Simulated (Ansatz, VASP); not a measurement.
Cd in VASP and in Ansatz

```
Cd
1.0
     3.00071    0.00000    0.00000
    -1.50036    2.59869    0.00000
     0.00000    0.00000    5.92616
Cd
2
Direct
  0.33333 0.66667 0.25000
  0.66667 0.33333 0.75000
```

Alike in both runs: task single point; functional PBE; k mesh 12 × 12 × 6; no spin polarisation.

|  | VASP | Ansatz |
| --- | --- | --- |
| version | VASP 6.6.1 | Ansatz 0.2.0 |
| potentials or method | VASP PAW PBE potentials, release 64 (Cd), cutoff 520 eV | plane waves (420 eV) with PAW, scalar-relativistic |
| occupations | methfessel-paxton of order 1, width 0.3 eV | cold, width 0.3 eV |
| valence electrons in the cell | 24 | 40 |

Ansatz gave:

```
pressure (GPa)                                                : 0.0
traceless stress, the component that is largest in VASP (GPa) : -0.20
```

Question: What did VASP give for the same quantities?

Answer: Pressure (GPa): 0.2; traceless stress, the component that is largest in VASP (GPa): 0.03.

VASP's potentials hold 24 valence electrons a cell and Ansatz's 40, so a difference there can come from the potentials and not from the codes.
